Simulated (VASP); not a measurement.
# PtS2 (P-3m1) in VASP: further runs, part 3 of 3

VASP 6.6.1. Earlier steps stand in the parts before.

### Step 5. Single point, r2SCAN (21.76 Å³/atom)

This run uses another cell than the first one, of 21.76 Å³/atom.

File POSCAR:

```
PtS2
1.0
    3.5477267336      0.0000000000      0.0000000000
   -1.7738633668      3.0724214770      0.0000000000
    0.0000000000      0.0000000000      5.9877559499
Pt S
1 2
Direct
    0.0000000000      0.0000000000      0.0000000000
    0.3333333333      0.6666666667      0.2064605571
    0.6666666667      0.3333333333      0.7935394429
```

File INCAR.step1:

```
SYSTEM = PtS2
PREC = Accurate
ENCUT = 550
ISMEAR = 0
SIGMA = 0.05
LREAL = .False.
LASPH = .True.
NELM = 120
NBANDS = 18
GGA = PE
ALGO = Normal
EDIFF = 1E-5
LWAVE = .True.
LCHARG = .False.
GGA_COMPAT = .False.
```

File INCAR.step2:

```
SYSTEM = PtS2
PREC = Accurate
ENCUT = 550
EDIFF = 1E-6
ISMEAR = 0
SIGMA = 0.05
LREAL = .False.
LASPH = .True.
NELM = 120
ALGO = Normal
ISIF = 2
LWAVE = .False.
LCHARG = .False.
METAGGA = R2SCAN
LMIXTAU = .True.
NBANDS = 18
ISTART = 1
GGA_COMPAT = .False.
```

File KPOINTS:

```
regular mesh
0
Gamma
  8 8 4
  0 0 0
```

Potentials or basis: VASP PAW PBE potentials, release 64 (Pt, S).

On the command line:

```sh
cat potpaw_PBE.64/Pt/POTCAR potpaw_PBE.64/S/POTCAR > POTCAR
cp INCAR.step1 INCAR
mpirun -np 1 vasp_std > vasp.out
cp INCAR.step2 INCAR
mpirun -np 1 vasp_std > vasp.out
```

OUTCAR:

```text
SYSTEM = PtS2
   PREC = Accurate
   ENCUT = 550
   EDIFF = 1E-6
   ISMEAR = 0
   LREAL = .False.
   LASPH = .True.
   NELM = 120
   ISIF = 2
   METAGGA = R2SCAN
   ISTART = 1

 ion  position               nearest neighbor table
   1  0.000  0.000  0.000-   2 2.39   3 2.39   3 2.39   2 2.39   3 2.39   2 2.39
   2  0.333  0.667  0.206-   1 2.39   1 2.39   1 2.39
   3  0.667  0.333  0.794-   1 2.39   1 2.39   1 2.39

  LATTYP: Found a hexagonal cell.
 ALAT       =     3.5477267336
 C/A-ratio  =     1.6877725934

  Lattice vectors:

 A1 = (   3.5477267336,   0.0000000000,   0.0000000000)
 A2 = (  -1.7738633668,   3.0724214770,   0.0000000000)
 A3 = (   0.0000000000,   0.0000000000,   5.9877559499)

Analysis of symmetry for initial positions (statically):
=====================================================================
 Subroutine PRICEL returns:
 Original cell was already a primitive cell.

 Routine SETGRP: Setting up the symmetry group for a
 hexagonal supercell.

 Subroutine GETGRP returns: Found 12 space group operations
 (whereof 12 operations were pure point group operations)
[... 166 lines left out ...]

 E-fermi :   4.1734     XC(G=0): -10.1293

 val. band max:        3.8799826130   @ k =   0.1250   0.1250   0.0000
 cond. band min:       5.4328024464   @ k =   0.0000   0.2500   0.2500
 fundamental gap:      1.5528198335
 Fermi energy:         4.1733936407

 k-point     1 :       0.0000    0.0000    0.0000
  band No.  band energies     occupation
      1     -11.0355      2.00000
      2      -8.6212      2.00000
      3      -2.1229      2.00000
      4      -2.1229      2.00000
      5      -2.0524      2.00000
      6       0.6103      2.00000
[... 481 lines left out ...]
      5      -1.0859      2.00000
      6      -0.2689      2.00000
[... 10 lines left out ...]
     17      14.1873      0.00000
     18      14.5036      0.00000

 [... further k-points ...]

------------------------ aborting loop because EDIFF is reached ----------------------------------------

  FORCE on cell =-STRESS in cart. coord.  units (eV):
  Direction    XX          YY          ZZ          XY          YZ          ZX
  --------------------------------------------------------------------------------------
  -------------------------------------------------------------------------------------
  Total       -0.2175988     -0.2175988     -0.2049432      0.0000000      0.0000000      0.0000000
  in kB       -5.3416083     -5.3416083     -5.0309386      0.0000000      0.0000000      0.0000000
  external PRESSURE =      -5.2380518 kB  Pullay stress =       0.0000000 kB

 VOLUME and BASIS-vectors are now :
 -----------------------------------------------------------------------------
  energy-cutoff  :      550.00
  volume of cell :       65.27
      direct lattice vectors                 reciprocal lattice vectors
     3.547726734  0.000000000  0.000000000     0.281870639  0.162738089  0.000000000
    -1.773863367  3.072421477  0.000000000     0.000000000  0.325476178  0.000000000
     0.000000000  0.000000000  5.987755950     0.000000000  0.000000000  0.167007475

 POSITION                                       TOTAL-FORCE (eV/Angst)
 -----------------------------------------------------------------------------------
      0.00000      0.00000      0.00000         0.000000      0.000000      0.000000
     -0.00000      2.04828      1.23624        -0.000000     -0.000000     -0.007475
      1.77386      1.02414      4.75152        -0.000000      0.000000      0.007475
 -----------------------------------------------------------------------------------
    total drift:                               -0.000000     -0.000000     -0.000000

  FREE ENERGIE OF THE ION-ELECTRON SYSTEM (eV)
  ---------------------------------------------------
  free  energy   TOTEN  =       -68.8673119229 eV

  energy  without entropy=      -68.8673119229  energy(sigma->0) =      -68.86731192
```

OUTCAR.step1:

```text
SYSTEM = PtS2
   PREC = Accurate
   ENCUT = 550
   ISMEAR = 0
   LREAL = .False.
   LASPH = .True.
   NELM = 120
[... 729 lines left out ...]
      0.00000      0.00000      0.00000         0.000000      0.000000      0.000000
     -0.00000      2.04828      1.23624        -0.000000      0.000000      0.038764
      1.77386      1.02414      4.75152         0.000000     -0.000000     -0.038764
 -----------------------------------------------------------------------------------
    total drift:                               -0.000000     -0.000000     -0.000000

  FREE ENERGIE OF THE ION-ELECTRON SYSTEM (eV)
  ---------------------------------------------------
  free  energy   TOTEN  =       -15.4569051960 eV

  energy  without entropy=      -15.4569051960  energy(sigma->0) =      -15.45690520
```

OSZICAR.step1:

```text
N       E                     dE             d eps       ncg     rms          rms(c)
DAV:   1     0.117895477631E+03    0.11790E+03   -0.10381E+04  1268   0.111E+03
DAV:   2    -0.106843911283E+02   -0.12858E+03   -0.12360E+03  1590   0.219E+02
DAV:   3    -0.167533587161E+02   -0.60690E+01   -0.60277E+01  1572   0.489E+01
DAV:   4    -0.168290860630E+02   -0.75727E-01   -0.75671E-01  1686   0.590E+00
DAV:   5    -0.168306843770E+02   -0.15983E-02   -0.15982E-02  1592   0.823E-01    0.176E+01
DAV:   6    -0.157172775528E+02    0.11134E+01   -0.61935E+00  1328   0.241E+01    0.114E+01
DAV:   7    -0.154769163037E+02    0.24036E+00   -0.12403E+00  1318   0.111E+01    0.559E+00
DAV:   8    -0.154600917341E+02    0.16825E-01   -0.69170E-02  1450   0.185E+00    0.111E+00
DAV:   9    -0.154565854803E+02    0.35063E-02   -0.10039E-02  1458   0.101E+00    0.232E-01
DAV:  10    -0.154568517947E+02   -0.26631E-03   -0.16677E-03  1550   0.255E-01    0.917E-02
DAV:  11    -0.154569020145E+02   -0.50220E-04   -0.75336E-05  1454   0.731E-02    0.445E-02
DAV:  12    -0.154569051960E+02   -0.31815E-05   -0.11730E-05  1226   0.308E-02
   1 F= -.15456905E+02 E0= -.15456905E+02  d E =-.121890E-16
```

Wall time 78 s (1 thread of Intel Xeon 6975P-C (Granite Rapids), shared host); peak memory 0.21 GiB.

What came out:

- Free energy: -68.8673 eV
- Pressure: -0.5 GPa
- Largest force: 0.007 eV/Å
- Band gap on the k mesh: 1.55 eV (least direct gap 1.61 eV)

Forces in eV/Å, atoms in the order of the input:
```
Pt   0.000  0.000  0.000
S    0.000  0.000 -0.007
S    0.000  0.000  0.007
```

Levels at points of the mesh, in eV from the valence-band top:
```tsv
k point	band 9	band 10	band 11	band 12	band 13	band 14
(0.00, 0.00, 0.00)	-0.48	-0.48	-0.28	3.16	3.16	6.09
(0.50, 0.00, 0.00)	-2.33	-2.02	-1.94	2.65	3.08	5.94
(0.00, 0.00, 0.50)	-0.83	-0.52	-0.52	3.26	3.26	6.40
(0.50, 0.00, 0.50)	-2.26	-2.08	-1.40	2.88	2.94	5.66
```

Caveat: the PAW data sets were made with another functional, which shifts forces and pressure a little; spin-orbit coupling is left out, which moves the levels of the heavy elements. r2SCAN opens gaps a little over a GGA but as a rule still falls short of measured ones.

### Step 6. Overview

| cell | gap on the mesh (eV) | pressure (GPa) | largest force (eV/Å) |
| --- | --- | --- | --- |
| a = 3.548, b = 3.548, c = 5.596 Å, angles 90.0, 90.0, 120.0°, 3 atoms, atomic positions A | 1.37 | 0.0 | 0.01 |
| a = 3.548, b = 3.548, c = 5.707 Å, angles 90.0, 90.0, 120.0°, 3 atoms, atomic positions B | 1.42 | -0.2 | 0.01 |
| a = 3.548, b = 3.548, c = 5.821 Å, angles 90.0, 90.0, 120.0°, 3 atoms, atomic positions C | 1.48 | -0.4 | 0.01 |
| a = 3.548, b = 3.548, c = 5.988 Å, angles 90.0, 90.0, 120.0°, 3 atoms, atomic positions D | 1.55 | -0.5 | 0.01 |

Alike in all rows: task single point; level r2SCAN; potentials or basis VASP PAW PBE potentials, release 64 (Pt, S); no spin polarisation; k mesh 8 × 8 × 4; cutoff (eV) 550; smearing gaussian 0.05 eV.

Caveats: the PAW data sets were made with another functional, which shifts forces and pressure a little; spin-orbit coupling is left out, which moves the levels of the heavy elements.

Total energies depend on the potentials used, so only differences within one code and one set of settings carry meaning.
